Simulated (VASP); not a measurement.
# SnTe (Pm-3m) in VASP: a series of runs, part 2 of 3

VASP 6.6.1. Earlier steps stand in the parts before.

## 3. Single point, PBEsol+D3(BJ)

This run uses another cell than the first one, of 25.81 Å³/atom, 1.234 times its volume.

Contents of INCAR:

```
SYSTEM = SnTe
PREC = Accurate ; ENCUT = 520
EDIFF = 1E-6 ; ISMEAR = -1
SIGMA = 0.05 ; LREAL = .FALSE.
LASPH = .TRUE. ; NELM = 100
ALGO = Normal ; ISIF = 2
LWAVE = .FALSE. ; LCHARG = .TRUE.
GGA = PS ; IVDW = 12
LELF = .TRUE. ; LVHAR = .TRUE.
NBANDS = 17
```

Contents of KPOINTS:

```
Automatic mesh
0
G
  7 7 7
  0 0 0
```

Contents of POSCAR:

```
SnTe
1.0
    3.7235904393      0.0000000000      0.0000000000
    0.0000000000      3.7235904393      0.0000000000
    0.0000000000      0.0000000000      3.7235904393
Te Sn
1 1
Direct
    0.5000000000      0.5000000000      0.5000000000
    0.0000000000      0.0000000000      0.0000000000
```

Potentials or basis: VASP PAW PBE potentials, release 64 (Te, Sn_d).

Run with:

```bash
cat potpaw_PBE.64/Te/POTCAR potpaw_PBE.64/Sn_d/POTCAR > POTCAR
mpirun -np 1 vasp_std > vasp.out
```

Wall time 12 s (1 thread of AMD EPYC 7R43 (Zen 3), shared host); peak memory 0.13 GiB.

Results (log left out):

| Quantity | Value |
| --- | --- |
| Free energy | -8.8887 eV |
| Pressure | 0.0 GPa |
| Band gap on the k mesh | zero (band 10 reaches 9.20 eV, above the bottom of band 11 at 7.43 eV) |
| Dispersion energy per atom | -0.472 eV |

Levels at points of the mesh, in eV from the Fermi level:
```tsv
k point	band 7	band 8	band 9	band 10	band 11	band 12	band 13	band 14
(0.00, 0.00, 0.00)	-4.86	-2.11	-2.11	-2.11	3.21	3.21	6.34	6.34
```

Caveat: the PAW data sets were made with another functional, which shifts forces and pressure a little; spin-orbit coupling is left out, which moves the levels of the heavy elements; pairwise dispersion overbinds metals, which lowers pressure and volume.

## 4. Single point, PBEsol+D4

This run uses another cell than the first one, of 26.30 Å³/atom, 1.258 times its volume.

Contents of INCAR:

```
SYSTEM = SnTe
PREC = Accurate ; ENCUT = 520
EDIFF = 1E-7 ; ISMEAR = -1
SIGMA = 0.05 ; LREAL = .FALSE.
LASPH = .TRUE. ; NELM = 80
ALGO = Normal ; ISIF = 2
LWAVE = .FALSE. ; LCHARG = .FALSE.
GGA = PS ; IVDW = 13
NBANDS = 17
```

Contents of KPOINTS:

```
regular mesh
0
G
  7 7 7
  0 0 0
```

Contents of POSCAR:

```
SnTe
1.0
    3.7470270121      0.0000000000      0.0000000000
    0.0000000000      3.7470270121      0.0000000000
    0.0000000000      0.0000000000      3.7470270121
Te Sn
1 1
Direct
    0.5000000000      0.5000000000      0.5000000000
    0.0000000000      0.0000000000      0.0000000000
```

Run with:

```bash
cat potpaw_PBE.64/Te/POTCAR potpaw_PBE.64/Sn_d/POTCAR > POTCAR
mpirun -np 1 vasp_std > vasp.out
```

Run time: 12 s. Hardware: 1 thread of AMD EPYC 7R43 (Zen 3), shared host; peak memory 0.13 GiB.

The run converged. Its results:

```yaml
Free_energy: -8.5562 eV
Pressure: 0.0 GPa
Band_gap_on_the_k_mesh: zero (band 10 reaches 8.89 eV, above the bottom of band 11 at 7.23 eV)
Dispersion_energy_per_atom: -0.298 eV
```

Levels at points of the mesh, in eV from the Fermi level:
| k point | band 8 | band 9 | band 10 | band 11 | band 12 | band 13 |
| --- | --- | --- | --- | --- | --- | --- |
| (0.00, 0.00, 0.00) | -2.05 | -2.05 | -2.05 | 3.28 | 3.28 | 6.21 |

Caveat: the PAW data sets were made with another functional, which shifts forces and pressure a little; spin-orbit coupling is left out, which moves the levels of the heavy elements; pairwise dispersion overbinds metals, which lowers pressure and volume.

## 5. Relaxation of cell and atoms, PBEsol+D3(BJ)

This run uses another cell than the first one, of 29.77 Å³/atom, 1.423 times its volume.

Contents of INCAR:

```
ALGO = Normal
EDIFF = 1E-7
EDIFFG = -0.01
ENCUT = 600
GGA = PS
IBRION = 2
ISIF = 3
ISMEAR = -1
IVDW = 12
LASPH = T
LCHARG = F
LREAL = F
LWAVE = F
NELM = 100
NSW = 60
PREC = Accurate
SIGMA = 0.05
```

Contents of KPOINTS:

```
k-points
0
Gamma
  7 7 7
```

Contents of POSCAR:

```
SnTe
1.0
    3.9047000000      0.0000000000      0.0000000000
    0.0000000000      3.9047000000      0.0000000000
    0.0000000000      0.0000000000      3.9047000000
Te Sn
1 1
Direct
    0.5000000000      0.5000000000      0.5000000000
    0.0000000000      0.0000000000      0.0000000000
```

Potentials or basis: VASP PAW PBE potentials, release 64 (Te, Sn_d).

Run with:

```bash
cat potpaw_PBE.64/Te/POTCAR potpaw_PBE.64/Sn_d/POTCAR > POTCAR
mpirun -np 1 vasp_std > vasp.out
```

OUTCAR:

```text
EDIFF = 1E-7
   EDIFFG = -0.01
   ENCUT = 600
   GGA = PS
   IBRION = 2
   ISIF = 3
   ISMEAR = -1
   IVDW = 12
   LASPH = T
   LREAL = F
   NELM = 100
   NSW = 60
   PREC = Accurate
 IVDW          = 12

 ion  position               nearest neighbor table
   1  0.500  0.500  0.500-   2 3.38   2 3.38   2 3.38   2 3.38   2 3.38   2 3.38   2 3.38   2 3.38

   2  0.000  0.000  0.000-   1 3.38   1 3.38   1 3.38   1 3.38   1 3.38   1 3.38   1 3.38   1 3.38

  LATTYP: Found a simple cubic cell.
 ALAT       =     3.9047000000

  Lattice vectors:

 A1 = (   3.9047000000,   0.0000000000,   0.0000000000)
 A2 = (   0.0000000000,   3.9047000000,   0.0000000000)
 A3 = (   0.0000000000,   0.0000000000,   3.9047000000)

Analysis of symmetry for initial positions (statically):
=====================================================================
 Subroutine PRICEL returns:
 Original cell was already a primitive cell.

 Routine SETGRP: Setting up the symmetry group for a
 simple cubic supercell.

 Subroutine GETGRP returns: Found 48 space group operations
 (whereof 48 operations were pure point group operations)
 out of a pool of 48 trial point group operations.

The static configuration has the point symmetry O_h .

Analysis of symmetry for dynamics (positions and initial velocities):
[... 152 lines left out ...]
  ---------------------------------------------------
  free energy    TOTEN  =        -7.89812454 eV

  energy without entropy =       -7.87933321  energy(sigma->0) =       -7.88872887

------------------------ aborting loop because EDIFF is reached ----------------------------------------

 Edisp (eV)   -0.81264

 E8    (eV) :    -0.5608
[... 105 lines left out ...]
  FREE ENERGIE OF THE ION-ELECTRON SYSTEM (eV)
  ---------------------------------------------------
  free  energy   TOTEN  =        -8.8892729677 eV

  energy  without entropy=       -8.8822667683  energy(sigma->0) =       -8.88576987

[... ionic steps 4 to 11 ...]

--------------------------------------- Ionic step       12  -------------------------------------------

 number of electron      19.9999993 magnetization

------------------------ aborting loop because EDIFF is reached ----------------------------------------
[... 75 lines left out ...]
--------------------------------------- Ionic step       14  -------------------------------------------

 number of electron      19.9999993 magnetization

 Free energy of the ion-electron system (eV)
  ---------------------------------------------------
  ext. energy  EPLUGINS =         0.00000000
  ---------------------------------------------------
  free energy    TOTEN  =        -7.94718146 eV

  energy without entropy =       -7.94006667  energy(sigma->0) =       -7.94362406

 E-fermi :   8.7213     XC(G=0): -10.6604

 val. band max:        8.6760444843   @ k =   0.4286   0.2857   0.0000
 cond. band min:       8.8205538519   @ k =   0.2857   0.1429   0.0000
 fundamental gap:      0.1445093676
 Fermi energy:         8.7213329600

 k-point     1 :       0.0000    0.0000    0.0000
  band No.  band energies     occupation
      1     -12.7402      2.00000
      2     -12.7402      2.00000
      3     -12.6813      2.00000
      4     -12.6813      2.00000
      5     -12.6813      2.00000
      6      -4.6815      2.00000
      7       3.8534      2.00000
      8       6.6143      2.00000
      9       6.6143      2.00000
     10       6.6143      2.00000
     11      11.9424      0.00000
     12      11.9424      0.00000
     13      15.0459      0.00000
     14      15.0459      0.00000
[... 354 lines left out ...]
  FREE ENERGIE OF THE ION-ELECTRON SYSTEM (eV)
  ---------------------------------------------------
  free  energy   TOTEN  =        -8.8892721118 eV

  energy  without entropy=       -8.8821573135  energy(sigma->0) =       -8.88571471

 reached required accuracy - stopping structural energy minimisation
```

OSZICAR:

```text
N       E                     dE             d eps       ncg     rms          rms(c)
DAV:   1     0.126672095816E+03    0.12667E+03   -0.10671E+04   566   0.183E+03
DAV:   2     0.290012917074E+01   -0.12377E+03   -0.12225E+03   584   0.389E+02
DAV:   3    -0.766818377254E+01   -0.10568E+02   -0.10334E+02   716   0.986E+01
DAV:   4    -0.796791820702E+01   -0.29973E+00   -0.29438E+00   678   0.170E+01
[... 89 lines left out ...]
       N       E                     dE             d eps       ncg     rms          rms(c)
DAV:   1    -0.794719354199E+01    0.25378E-03   -0.27875E-04   692   0.284E-01    0.200E-02
DAV:   2    -0.794718360147E+01    0.99405E-05   -0.16502E-05   686   0.736E-02    0.856E-03
DAV:   3    -0.794718138140E+01    0.22201E-05   -0.68763E-06   710   0.432E-02    0.179E-03
DAV:   4    -0.794718146394E+01   -0.82542E-07   -0.14868E-07   356   0.418E-03
  14 F= -.88892721E+01 E0= -.88857147E+01  d E =-.159830E-04
```

Wall time 79 s (1 thread of AMD EPYC 7R43 (Zen 3), shared host); peak memory 0.17 GiB.

What came out:

* Free energy: -8.8893 eV
* Relaxed volume: 25.86 Å³/atom
* Relaxed cell: a = 3.726 Å, b = 3.726 Å, c = 3.726 Å, α = 90.00°, β = 90.00°, γ = 90.00°
* Space group after relaxing (to 0.05 Å): Pm-3m (No. 221)
* Energy gained by relaxing: 89.3 meV/atom
* Ionic steps: 14
* Pressure after relaxing: -0.1 GPa
* Band gap on the k mesh: zero (band 10 reaches 9.17 eV, above the bottom of band 11 at 7.41 eV)
* Dispersion energy per atom: -0.471 eV

Step by step:
```tsv
step	energy change (eV)	largest force (eV/Å)	pressure (GPa)	volume (Å³)
1	0.0000	0.0000	-5.96	59.53
2	-0.1727	0.0000	1.61	50.49
3	-0.1785	0.0000	0.07	51.61
4	-0.1785	0.0000	-0.12	51.76
5	-0.1785	0.0000	-0.11	51.76
6	-0.1785	0.0000	-0.10	51.75
7	-0.1785	0.0000	-0.11	51.75
8	-0.1785	0.0000	-0.11	51.75
9	-0.1785	0.0000	-0.11	51.75
10	-0.1785	0.0000	-0.11	51.75
11	-0.1785	0.0000	-0.10	51.75
12	-0.1785	0.0000	-0.09	51.75
13	-0.1785	0.0000	-0.08	51.74
14	-0.1785	0.0000	-0.06	51.73
```

Final structure:
```cif
data_structure
_symmetry_space_group_name_H-M 'P 1'
_symmetry_Int_Tables_number 1
_cell_length_a 3.7260
_cell_length_b 3.7260
_cell_length_c 3.7260
_cell_angle_alpha 90.000
_cell_angle_beta 90.000
_cell_angle_gamma 90.000
_cell_volume 51.73
loop_
_atom_site_label
_atom_site_type_symbol
_atom_site_fract_x
_atom_site_fract_y
_atom_site_fract_z
_atom_site_occupancy
Te1 Te 0.50000 0.50000 0.50000 1
Sn1 Sn 0.00000 0.00000 0.00000 1
```

Caveat: the PAW data sets were made with another functional, which shifts forces and pressure a little; spin-orbit coupling is left out, which moves the levels of the heavy elements; pairwise dispersion overbinds metals, which lowers pressure and volume.

[end of part 2 of 3]
